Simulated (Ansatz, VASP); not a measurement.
**Two plane-wave programs on C**

Contents of INCAR:

```
SYSTEM = C
PREC = Accurate
ENCUT = 520
EDIFF = 1E-6
ISMEAR = 0
SIGMA = 0.05
LREAL = .FALSE.
LASPH = .TRUE.
NELM = 60
ALGO = Normal
ISIF = 2
LWAVE = .FALSE.
LCHARG = .TRUE.
GGA = CA
LELF = .TRUE.
LVHAR = .TRUE.
NBANDS = 26
```

KPOINTS

```
Automatic mesh
0
G
  12 12 4
  0 0 0
```

POSCAR

```
C
1.0
    2.4896249417      0.0000000000      0.0000000000
   -1.2448124708      2.1560784454      0.0000000000
    0.0000000000      0.0000000000      8.2142660865
C
8
Direct
    0.0000000000      0.0000000000      0.0958582779
    0.0000000000      0.0000000000      0.5958582779
    0.0000000000      0.0000000000      0.4041417221
    0.0000000000      0.0000000000      0.9041417221
    0.3333333333      0.6666666667      0.1532727096
    0.6666666667      0.3333333333      0.6532727096
    0.3333333333      0.6666666667      0.3467272904
    0.6666666667      0.3333333333      0.8467272904
```

Input for Ansatz:

```yaml
crystal:
  lattice:
    - [2.4896249417, 0.0, 0.0]
    - [-1.2448124708, 2.1560784454, 0.0]
    - [0.0, 0.0, 8.2142660865]
  atoms:
    - { symbol: C, position: [0.0, 0.0, 0.0958582779] }
    - { symbol: C, position: [0.0, 0.0, 0.5958582779] }
    - { symbol: C, position: [0.0, 0.0, 0.4041417221] }
    - { symbol: C, position: [0.0, 0.0, 0.9041417221] }
    - { symbol: C, position: [0.3333333333, 0.6666666667, 0.1532727096] }
    - { symbol: C, position: [0.6666666667, 0.3333333333, 0.6532727096] }
    - { symbol: C, position: [0.3333333333, 0.6666666667, 0.3467272904] }
    - { symbol: C, position: [0.6666666667, 0.3333333333, 0.8467272904] }
basis:
  ecutwfc: 520.0
kpoints:
  mp_grid: { grid: [12, 12, 4] }
hamiltonian:
  xc: lda
  pseudopotentials: { kind: paw, azcp: { folder: soft_1 } }
scf:
  occupations: { method: gaussian, width: 0.05 }
output:
  forces: true
  stress: true
  eigenvalues: true
  write_density: true
  write_potential: true
  elf: true
  volumetric_format: npy
```

Change from the starting cell: mode 21 frozen in at +0.024 Å, strain +e along z and -e/2 along x and y +0.0000.

Alike in both runs: task single point; functional LDA; k mesh 12 × 12 × 4; occupations gaussian, width 0.05 eV; no spin polarisation.

```csv
,VASP,Ansatz
version,VASP 6.6.1,Ansatz 0.2.0
potentials or method,"VASP PAW LDA potentials, release 64 (C), cutoff 520 eV","scalar-relativistic, plane waves, PAW"
valence electrons in the cell,32,32
```

VASP gave:

```
gap on the k mesh at the Fermi level (eV)                     : 4.02
least direct gap on the mesh (eV)                             : 4.30
pressure (GPa)                                                : 2.7
traceless stress, the component that is largest in VASP (GPa) : -1.41
rms of the force components (eV/Å)                            : 0.871
```

Estimate Ansatz's values.

gap on the k mesh at the Fermi level (eV): 4.04; least direct gap on the mesh (eV): 4.30; pressure (GPa): 1.0; traceless stress, the component that is largest in VASP (GPa): -1.18; rms of the force components (eV/Å): 0.864.

Ansatz warns that its potentials were made for another functional, while VASP's fit it. LDA's correlation is that of Perdew and Zunger in VASP and of Perdew and Wang (1992) in Ansatz. Atom by atom the forces differ by 0.007 eV/Å (rms over components).
